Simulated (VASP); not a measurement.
# AlBiO4 (F-43m) in VASP: notebook

AlBiO4 is run at these levels: PBE; tasks: single point.

All numbers are computed with VASP 6.6.1; they aren't measurements. Logs are shortened: lines on timing, memory, paths and dates and some standing lists are left out, and cuts for length are marked.

## 1. The cell of the first run

The structure is cubic, space group F-43m (No. 216). Conventional cell: a = 6.610 Å, b = 6.610 Å, c = 6.610 Å, α = 90.00°, β = 90.00°, γ = 90.00°. Al (site symmetry -43m) has 12 O at 2.73 Å and 4 Bi at 2.86 Å within 3.6 Å. Within 3.6 Å of Bi (site symmetry -43m) lie 12 O at 2.75 Å and 4 Al at 2.86 Å. Within 3.0 Å of O (site symmetry 3m) lie 6 O at 2.26 to 2.42 Å and 3 Al at 2.73 Å and 3 Bi at 2.75 Å.

## 2. Single point, PBE

File INCAR:

```
SYSTEM = AlBiO4
PREC = Accurate
ENCUT = 520
EDIFF = 1E-6
ISMEAR = 0
SIGMA = 0.1
LREAL = .FALSE.
LASPH = .TRUE.
NELM = 80
ALGO = Normal
ISIF = 2
LWAVE = .FALSE.
LCHARG = .TRUE.
GGA = PE
LELF = .TRUE.
LVHAR = .TRUE.
NBANDS = 30
```

File KPOINTS:

```
Automatic mesh
0
G
  4 4 4
  0 0 0
```

File POSCAR:

```
AlBiO4
1.0
    0.0000000000      3.3048670200      3.3048670200
    3.3048670200      0.0000000000      3.3048670200
    3.3048670200      3.3048670200      0.0000000000
Al Bi O
1 1 4
Direct
    0.0000000000      0.0000000000      0.0000000000
    0.7500000000      0.7500000000      0.7500000000
    0.8879655822      0.3706781393      0.3706781393
    0.3706781393      0.3706781393      0.3706781393
    0.3706781393      0.8879655822      0.3706781393
    0.3706781393      0.3706781393      0.8879655822
```

Potentials or basis: VASP PAW PBE potentials, release 64 (Al, Bi_d, O).

On the command line:

```sh
$ cat potpaw_PBE.64/Al/POTCAR potpaw_PBE.64/Bi_d/POTCAR potpaw_PBE.64/O/POTCAR > POTCAR
$ mpirun -np 1 vasp_std > vasp.out
```

OUTCAR:

```text
SYSTEM = AlBiO4
   PREC = Accurate
   ENCUT = 520
   EDIFF = 1E-6
   ISMEAR = 0
   LREAL = .FALSE.
   LASPH = .TRUE.
   NELM = 80
   ISIF = 2
   GGA = PE

 ion  position               nearest neighbor table
   1  0.000  0.000  0.000-   2 2.86   2 2.86   2 2.86   2 2.86
   2  0.750  0.750  0.750-   3 2.75   5 2.75   6 2.75   4 2.75   4 2.75   4 2.75   3 2.75   6 2.75
                             5 2.75   3 2.75   5 2.75   6 2.75   1 2.86   1 2.86   1 2.86   1 2.86
   3  0.888  0.371  0.371-   2 2.75   2 2.75   2 2.75
   4  0.371  0.371  0.371-   2 2.75   2 2.75   2 2.75
   5  0.371  0.888  0.371-   2 2.75   2 2.75   2 2.75
   6  0.371  0.371  0.888-   2 2.75   2 2.75   2 2.75

  LATTYP: Found a face centered cubic cell.
 ALAT       =     6.6097340400

  Lattice vectors:

 A1 = (   0.0000000000,   3.3048670200,   3.3048670200)
 A2 = (   3.3048670200,   0.0000000000,   3.3048670200)
 A3 = (   3.3048670200,   3.3048670200,   0.0000000000)

Analysis of symmetry for initial positions (statically):
=====================================================================
 Subroutine PRICEL returns:
 Original cell was already a primitive cell.

 Routine SETGRP: Setting up the symmetry group for a
 face centered cubic supercell.

 Subroutine GETGRP returns: Found 24 space group operations
 (whereof 24 operations were pure point group operations)
 out of a pool of 48 trial point group operations.

The static configuration has the point symmetry T_d .

Analysis of symmetry for dynamics (positions and initial velocities):
=====================================================================
 Subroutine PRICEL returns:
 Original cell was already a primitive cell.

 Routine SETGRP: Setting up the symmetry group for a
 face centered cubic supercell.

 Subroutine GETGRP returns: Found 24 space group operations
 (whereof 24 operations were pure point group operations)
 out of a pool of 48 trial point group operations.

The dynamic configuration has the point symmetry T_d .

 Subroutine INISYM returns: Found 24 space group operations
 (whereof 24 operations are pure point group operations),
 and found     1 'primitive' translations

----------------------------------------------------------------------------------------

                                     Primitive cell

  volume of cell :      72.1925

  direct lattice vectors                    reciprocal lattice vectors
     0.000000000  3.304867020  3.304867020    -0.151292018  0.151292018  0.151292018
     3.304867020  0.000000000  3.304867020     0.151292018 -0.151292018  0.151292018
     3.304867020  3.304867020  0.000000000     0.151292018  0.151292018 -0.151292018

  length of vectors
     4.673787762  4.673787762  4.673787762     0.262045462  0.262045462  0.262045462

  position of ions in fractional coordinates (direct lattice)
     0.000000000  0.000000000  0.000000000
     0.750000000  0.750000000  0.750000000
     0.887965582  0.370678139  0.370678139
     0.370678139  0.370678139  0.370678139
     0.370678139  0.887965582  0.370678139
     0.370678139  0.370678139  0.887965582

  ion indices of the primitive-cell ions
   primitive index   ion index
                 1           1
                 2           2
                 3           3
                 4           4
                 5           5
                 6           6

----------------------------------------------------------------------------------------

 KPOINTS: Automatic mesh

Automatic generation of k-mesh.
 Grid dimensions read from file:
 generate k-points for:    4    4    4

 Generating k-lattice:

  Cartesian coordinates                     Fractional coordinates (reciprocal lattice)
    -0.037823004  0.037823004  0.037823004     0.250000000  0.000000000  0.000000000
     0.037823004 -0.037823004  0.037823004     0.000000000  0.250000000  0.000000000
     0.037823004  0.037823004 -0.037823004     0.000000000  0.000000000  0.250000000

  Length of vectors
     0.065511365  0.065511365  0.065511365

  Shift w.r.t. Gamma in fractional coordinates (k-lattice)
     0.000000000  0.000000000  0.000000000

 Subroutine IBZKPT returns following result:
 ===========================================

 Found      8 irreducible k-points:

 Following reciprocal coordinates:
            Coordinates               Weight
  0.000000  0.000000  0.000000      1.000000
  0.250000  0.000000  0.000000      8.000000
  0.500000  0.000000  0.000000      4.000000
  0.250000  0.250000  0.000000      6.000000
  0.500000  0.250000  0.000000     24.000000
 -0.250000  0.250000  0.000000     12.000000
  0.500000  0.500000  0.000000      3.000000
 -0.250000  0.500000  0.250000      6.000000
   k-points           NKPTS =      8   k-points in BZ     NKDIM =      8   number of bands    NBANDS=     30
   number of dos      NEDOS =    301   number of ions     NIONS =      6
   total plane-waves  NPLWV =  46656
   dimension x,y,z NGX =    36 NGY =   36 NGZ =   36
   dimension x,y,z NGXF=    72 NGYF=   72 NGZF=   72
   ions per type =               1   1   4
   NGX,Y,Z   is equivalent  to a cutoff of  12.81, 12.81, 12.81 a.u.
   NGXF,Y,Z  is equivalent  to a cutoff of  25.61, 25.61, 25.61 a.u.
 SYSTEM =  AlBiO4
   PREC   = accura    normal or accurate (medium, high low for compatibility)
   ISTART =      0    job   : 0-new  1-cont  2-samecut
   ICHARG =      2    charge: 1-file 2-atom 10-const
   ISPIN  =      1    spin polarized calculation?
   LNONCOLLINEAR =      F non collinear calculations
   LSORBIT =      F    spin-orbit coupling
   LASPH  =      T    aspherical Exc in radial PAW
   ENCUT  =  520.0 eV  38.22 Ry    6.18 a.u.   8.69  8.69  8.69*2*pi/ulx,y,z
   NELM   =     80;   NELMIN=  2; NELMDL= -5     # of ELM steps
   EDIFF  = 0.1E-05   stopping-criterion for ELM
   LREAL  =      F    real-space projection
   EDIFFG = 0.1E-04   stopping-criterion for IOM
   NSW    =      0    number of steps for IOM
   IBRION =     -1    ionic relax: 0-MD 1-quasi-New 2-CG
   NFREE  =      0    steps in history (QN), initial steepest desc. (CG)
   ISIF   =      2    stress and relaxation
   ISYM   =      2    0-nonsym 1-usesym 2-fastsym
   POTIM  = 0.5000    time-step for ionic-motion
   TEBEG  =    0.0;   TEEND  =   0.0 temperature during run
   PSTRESS=    0.0 pullay stress
   NELECT =      42.0000    total number of electrons
   NUPDOWN=      -1.0000    fix difference up-down
   EMIN   =  10.00;   EMAX   =-10.00  energy-range for DOS
   EFERMI =   0.00;   METHOD = LEGACY
   ISMEAR =     0;   SIGMA  =   0.10  broadening in eV -4-tet -1-fermi 0-gaus
   EFERMI_NEDOS =   21; number of points for ismear=-14 and -15
   IALGO  =     38    algorithm
   IMIX   =      4    mixing-type and parameters
     AMIX     =   0.40;   BMIX     =  1.00
     AMIX_MAG =   1.60;   BMIX_MAG =  1.00
  volume/ion in A,a.u.               =      12.03        81.20
  Fermi-wavevector in a.u.,A,eV,Ry     =   1.366660  2.582614 25.412426  1.867761
  Thomas-Fermi vector in A             =   2.492781
   LORBIT       =      0    0 simple, 1 ext, 2 COOP (PROOUT), +10 PAW based schemes
   GGA     = PE    functional components
   LHFCALC =     F    Hartree Fock is set to
   AEXX    =    0.0000 exact exchange contribution
   IVDW    =     0    specifies the selected vdW correction
   LEPSILON=     F    determine dielectric tensor
   LRPA    =     F    only Hartree local field effects (RPA)
 non-spin polarized calculation
 Gauss-broadening in eV      SIGMA  =   0.10
  energy-cutoff  :      520.00
  volume of cell :       72.19
 maximum number of plane-waves:      1964
 NGX is ok and might be reduce to    36
   NGX = 17   NGY = 17   NGZ = 17

 number of electron      42.0000007 magnetization

 Free energy of the ion-electron system (eV)
  ---------------------------------------------------
  ext. energy  EPLUGINS =         0.00000000
  ---------------------------------------------------
  free energy    TOTEN  =       -23.19689471 eV

  energy without entropy =      -23.17898455  energy(sigma->0) =      -23.18793963

 E-fermi :   6.4514     XC(G=0): -11.3756

 val. band max:        6.4185159726   @ k =   0.2500   0.2500   0.0000
 cond. band min:       6.4882848656   @ k =  -0.2500   0.2500   0.0000
 fundamental gap:      0.0697688930
 Fermi energy:         6.4514492835

 k-point     1 :       0.0000    0.0000    0.0000
  band No.  band energies     occupation
      1     -16.8420      2.00000
      2     -16.8420      2.00000
      3     -16.8420      2.00000
      4     -16.7914      2.00000
      5     -16.7914      2.00000
      6     -12.9498      2.00000
[... 22 lines left out ...]
     29      13.8971      0.00000
     30      19.1041      0.00000

 k-point     2 :       0.2500    0.0000    0.0000
  band No.  band energies     occupation
      1     -16.8431      2.00000
      2     -16.8381      2.00000
      3     -16.8381      2.00000
      4     -16.7939      2.00000
      5     -16.7939      2.00000
      6     -12.6370      2.00000
[... 22 lines left out ...]
     29      13.6881      0.00000
     30      18.1394      0.00000

 k-point     3 :       0.5000    0.0000    0.0000
  band No.  band energies     occupation
      1     -16.8442      2.00000
      2     -16.8348      2.00000
      3     -16.8348      2.00000
      4     -16.7956      2.00000
      5     -16.7956      2.00000
      6     -12.1394      2.00000
[... 22 lines left out ...]
     29      14.9031      0.00000
     30      17.5622      0.00000

 k-point     4 :       0.2500    0.2500    0.0000
  band No.  band energies     occupation
      1     -16.8476      2.00000
      2     -16.8339      2.00000
      3     -16.8339      2.00000
      4     -16.8036      2.00000
      5     -16.7886      2.00000
      6     -12.5223      2.00000
[... 22 lines left out ...]
     29      13.4776      0.00000
     30      17.0788      0.00000

 k-point     5 :       0.5000    0.2500    0.0000
  band No.  band energies     occupation
      1     -16.8461      2.00000
      2     -16.8321      2.00000
      3     -16.8297      2.00000
      4     -16.8078      2.00000
      5     -16.7912      2.00000
      6     -11.9728      2.00000
[... 22 lines left out ...]
     29      14.0883      0.00000
     30      17.5798      0.00000

 k-point     6 :      -0.2500    0.2500    0.0000
  band No.  band energies     occupation
      1     -16.8424      2.00000
      2     -16.8357      2.00000
      3     -16.8331      2.00000
      4     -16.7979      2.00000
      5     -16.7972      2.00000
      6     -12.1911      2.00000
[... 22 lines left out ...]
     29      14.1101      0.00000
     30      17.3848      0.00000

 k-point     7 :       0.5000    0.5000    0.0000
  band No.  band energies     occupation
      1     -16.8523      2.00000
      2     -16.8254      2.00000
      3     -16.8254      2.00000
      4     -16.8196      2.00000
      5     -16.7858      2.00000
      6     -11.6438      2.00000
[... 22 lines left out ...]
     29      13.5110      0.00000
     30      18.5901      0.00000

 k-point     8 :      -0.2500    0.5000    0.2500
  band No.  band energies     occupation
      1     -16.8435      2.00000
      2     -16.8347      2.00000
      3     -16.8255      2.00000
      4     -16.8110      2.00000
      5     -16.7927      2.00000
      6     -11.6298      2.00000
[... 22 lines left out ...]
     29      14.0330      0.00000
     30      17.3110      0.00000

------------------------ aborting loop because EDIFF is reached ----------------------------------------

  FORCE on cell =-STRESS in cart. coord.  units (eV):
  Direction    XX          YY          ZZ          XY          YZ          ZX
  --------------------------------------------------------------------------------------
  -------------------------------------------------------------------------------------
  Total       -0.0841906     -0.0841906     -0.0841906      0.0000000      0.0000000      0.0000000
  in kB       -1.8684531     -1.8684531     -1.8684531      0.0000000      0.0000000      0.0000000
  external PRESSURE =      -1.8684531 kB  Pullay stress =       0.0000000 kB

 VOLUME and BASIS-vectors are now :
 -----------------------------------------------------------------------------
  energy-cutoff  :      520.00
  volume of cell :       72.19
      direct lattice vectors                 reciprocal lattice vectors
     0.000000000  3.304867020  3.304867020    -0.151292018  0.151292018  0.151292018
     3.304867020  0.000000000  3.304867020     0.151292018 -0.151292018  0.151292018
     3.304867020  3.304867020  0.000000000     0.151292018  0.151292018 -0.151292018

 POSITION                                       TOTAL-FORCE (eV/Angst)
 -----------------------------------------------------------------------------------
      0.00000      0.00000      0.00000        -0.000000     -0.000000     -0.000000
      4.95730      4.95730      4.95730        -0.000000     -0.000000     -0.000000
      2.45008      4.15965      4.15965        -0.003229      0.003229      0.003229
      2.45008      2.45008      2.45008        -0.003229     -0.003229     -0.003229
      4.15965      2.45008      4.15965         0.003229     -0.003229      0.003229
      4.15965      4.15965      2.45008         0.003229      0.003229     -0.003229
 -----------------------------------------------------------------------------------
    total drift:                               -0.000000     -0.000000      0.000000

  FREE ENERGIE OF THE ION-ELECTRON SYSTEM (eV)
  ---------------------------------------------------
  free  energy   TOTEN  =       -23.1968947145 eV

  energy  without entropy=      -23.1789845529  energy(sigma->0) =      -23.18793963
```

It took 10 s on 1 thread of Intel Xeon 6975P-C (Granite Rapids), shared host; peak memory 0.2 GiB.

Results:

| Property | Result |
| --- | --- |
| Free energy | -23.1969 eV |
| Pressure | -0.2 GPa |
| Largest force | 0.006 eV/Å |
| Band gap on the k mesh | zero (band 21 reaches 6.79 eV, above the bottom of band 22 at 6.33 eV) |

Forces on the atoms (eV/Å):
```
Al   0.000  0.000  0.000
Bi   0.000  0.000  0.000
O   -0.003  0.003  0.003
O   -0.003 -0.003 -0.003
O    0.003 -0.003  0.003
O    0.003  0.003 -0.003
```

Caveat: the k points lie up to 0.41 Å⁻¹ apart; spin-orbit coupling is left out, which moves the levels of the heavy elements.

## 3. Single point, PBE

This run uses another cell than the first one, of 13.38 Å³/atom, 1.112 times its volume.

File INCAR:

```
SYSTEM = AlBiO4
PREC     = Accurate       ! precision mode
ENCUT    = 520            ! plane-wave cutoff, eV
EDIFF    = 1E-6           ! SCF threshold, eV
ISMEAR   = 0              ! smearing method
SIGMA    = 0.1            ! smearing width, eV
LREAL    = .FALSE.        ! projectors in reciprocal space
LASPH    = .TRUE.         ! aspherical terms in the spheres
NELM     = 60             ! most SCF steps
ALGO     = Normal         ! electronic algorithm
ISIF     = 2              ! what is computed and relaxed
LWAVE    = .FALSE.        ! write WAVECAR
LCHARG   = .FALSE.        ! write CHGCAR
GGA      = PE             ! functional
NBANDS   = 30             ! bands
```

File KPOINTS:

```
regular mesh
0
G
  4 4 4
  0 0 0
```

File POSCAR:

```
AlBiO4
1.0
    0.0000000000      3.4240077900      3.4240077900
    3.4240077900      0.0000000000      3.4240077900
    3.4240077900      3.4240077900      0.0000000000
Al Bi O
1 1 4
Direct
    0.0000000000      0.0000000000      0.0000000000
    0.7500000000      0.7500000000      0.7500000000
    0.8729160100      0.3756946600      0.3756946600
    0.3756946600      0.3756946600      0.3756946600
    0.3756946600      0.8729160100      0.3756946600
    0.3756946600      0.3756946600      0.8729160100
```

Potentials or basis: VASP PAW PBE potentials, release 64 (Al, Bi_d, O).

On the command line:

```sh
$ cat potpaw_PBE.64/Al/POTCAR potpaw_PBE.64/Bi_d/POTCAR potpaw_PBE.64/O/POTCAR > POTCAR
$ mpirun -np 1 vasp_std > vasp.out
```

OUTCAR:

```text
SYSTEM = AlBiO4
   PREC = Accurate
   ENCUT = 520
   EDIFF = 1E-6
   ISMEAR = 0
   LREAL = .FALSE.
   LASPH = .TRUE.
   NELM = 60
   ISIF = 2
   GGA = PE

 ion  position               nearest neighbor table
   1  0.000  0.000  0.000-   2 2.97   2 2.97   2 2.97   2 2.97
   2  0.750  0.750  0.750-   5 2.84   6 2.84   3 2.84   6 2.84   3 2.84   5 2.84   4 2.84   4 2.84
                             4 2.84   3 2.84   5 2.84   6 2.84   1 2.97   1 2.97   1 2.97   1 2.97
   3  0.873  0.376  0.376-   2 2.84   2 2.84   2 2.84
   4  0.376  0.376  0.376-   2 2.84   2 2.84   2 2.84
   5  0.376  0.873  0.376-   2 2.84   2 2.84   2 2.84
   6  0.376  0.376  0.873-   2 2.84   2 2.84   2 2.84

  LATTYP: Found a face centered cubic cell.
 ALAT       =     6.8480155800

  Lattice vectors:

 A1 = (   0.0000000000,   3.4240077900,   3.4240077900)
 A2 = (   3.4240077900,   0.0000000000,   3.4240077900)
 A3 = (   3.4240077900,   3.4240077900,   0.0000000000)

Analysis of symmetry for initial positions (statically):
[... 166 lines left out ...]
 val. band max:        5.1416957103   @ k =  -0.2500   0.5000   0.2500
 cond. band min:       5.1926290830   @ k =  -0.2500   0.2500   0.0000
 fundamental gap:      0.0509333726
 Fermi energy:         5.1620861386

 k-point     1 :       0.0000    0.0000    0.0000
  band No.  band energies     occupation
      1     -18.1929      2.00000
      2     -18.1929      2.00000
      3     -18.1929      2.00000
      4     -18.1520      2.00000
      5     -18.1520      2.00000
      6     -13.3973      2.00000
[... 253 lines left out ...]
     29      12.2071      0.00000
     30      15.5289      0.00000

------------------------ aborting loop because EDIFF is reached ----------------------------------------

  FORCE on cell =-STRESS in cart. coord.  units (eV):
  Direction    XX          YY          ZZ          XY          YZ          ZX
  --------------------------------------------------------------------------------------
  -------------------------------------------------------------------------------------
  Total       -4.7034625     -4.7034625     -4.7034625      0.0000000     -0.0000000     -0.0000000
  in kB      -93.8629152    -93.8629152    -93.8629152      0.0000000     -0.0000000     -0.0000000
  external PRESSURE =     -93.8629152 kB  Pullay stress =       0.0000000 kB

 VOLUME and BASIS-vectors are now :
 -----------------------------------------------------------------------------
  energy-cutoff  :      520.00
  volume of cell :       80.28
      direct lattice vectors                 reciprocal lattice vectors
     0.000000000  3.424007790  3.424007790    -0.146027705  0.146027705  0.146027705
     3.424007790  0.000000000  3.424007790     0.146027705 -0.146027705  0.146027705
     3.424007790  3.424007790  0.000000000     0.146027705  0.146027705 -0.146027705

 POSITION                                       TOTAL-FORCE (eV/Angst)
 -----------------------------------------------------------------------------------
      0.00000      0.00000      0.00000         0.000000      0.000000      0.000000
      5.13601      5.13601      5.13601         0.000000      0.000000      0.000000
      2.57276      4.27525      4.27525        -0.292632      0.292632      0.292632
      2.57276      2.57276      2.57276        -0.292632     -0.292632     -0.292632
      4.27525      2.57276      4.27525         0.292632     -0.292632      0.292632
      4.27525      4.27525      2.57276         0.292632      0.292632     -0.292632
 -----------------------------------------------------------------------------------
    total drift:                                0.000083      0.000083      0.000083

  FREE ENERGIE OF THE ION-ELECTRON SYSTEM (eV)
  ---------------------------------------------------
  free  energy   TOTEN  =       -22.8629340742 eV

  energy  without entropy=      -22.8360136996  energy(sigma->0) =      -22.84947389
```

Run time: 11 s. Hardware: 1 thread of Intel Xeon 6975P-C (Granite Rapids), shared host; peak memory 0.2 GiB.

Results:

```yaml
Free_energy: -22.8629 eV
Pressure: -9.4 GPa
Largest_force: 0.507 eV/Å
Band_gap_on_the_k_mesh: zero (band 21 reaches 5.23 eV, above the bottom of band 22 at 5.13 eV)
```

Forces in eV/Å, atoms in the order of the input:
```
Al   0.000  0.000  0.000
Bi   0.000  0.000  0.000
O   -0.293  0.293  0.293
O   -0.293 -0.293 -0.293
O    0.293 -0.293  0.293
O    0.293  0.293 -0.293
```

Caveat: the k points lie up to 0.40 Å⁻¹ apart; spin-orbit coupling is left out, which moves the levels of the heavy elements.
